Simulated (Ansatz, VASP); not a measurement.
Two plane-wave programs on MgO

File INCAR:

```
SYSTEM = MgO
PREC = Accurate ; ENCUT = 520
EDIFF = 1E-7 ; ISMEAR = 0
SIGMA = 0.05 ; LREAL = .FALSE.
LASPH = .TRUE. ; NELM = 100
ALGO = Normal ; ISIF = 2
LWAVE = .FALSE. ; LCHARG = .FALSE.
GGA = PS ; NBANDS = 11
```

The input KPOINTS:

```
regular mesh
0
G
  10 10 10
  0 0 0
```

File POSCAR:

```
MgO
1.0
    0.0000000000      2.1071057205      2.1071057205
    2.1071057205      0.0000000000      2.1071057205
    2.1071057205      2.1071057205      0.0000000000
Mg O
1 1
Direct
    0.0000000000      0.0000000000      0.0000000000
    0.5000000000      0.5000000000      0.4050830729
```

Input for Ansatz:

```yaml
crystal:
  lattice:
    - [0.0, 2.1071057205, 2.1071057205]
    - [2.1071057205, 0.0, 2.1071057205]
    - [2.1071057205, 2.1071057205, 0.0]
  atoms:
    - { symbol: Mg, position: [0.0, 0.0, 0.0] }
    - { symbol: O, position: [0.5, 0.5, 0.4050830729] }
basis:
  ecutwfc: 420
kpoints:
  mp_grid: { grid: [10, 10, 10] }
hamiltonian:
  xc: pbesol
scf:
  occupations: { method: gaussian, width: 0.05 }
output:
  forces: true
  stress: true
  eigenvalues: true
```

Alike in both runs: task single point; functional PBEsol; k mesh 10 × 10 × 10; occupations gaussian, width 0.05 eV; no spin polarisation.

```csv
,VASP,Ansatz
version,VASP 6.6.1,Ansatz 0.2.0
potentials or method,"VASP PAW PBE potentials, release 64 (Mg, O), cutoff 520 eV","scalar-relativistic, plane waves, PAW"
valence electrons in the cell,8,16
```

|  | VASP | Ansatz | Ansatz less VASP |
| --- | --- | --- | --- |
| gap on the k mesh at the Fermi level (eV) | 4.59 | 4.58 | -0.004 |
| least direct gap on the mesh (eV) | 4.59 | 4.58 | -0.004 |
| pressure (GPa) | 7.3 | 7.6 | +0.31 |
| traceless stress, the component that is largest in VASP (GPa) | -9.47 | -9.32 | +0.151 |
| rms of the force components (eV/Å) | 0.981 | 0.967 | -0.0134 |

VASP's potentials were made for PBE, not for PBEsol. Atom by atom the forces differ by 0.013 eV/Å (rms over components). VASP's potentials hold 8 valence electrons a cell and Ansatz's 16, so a difference there can come from the potentials and not from the codes.
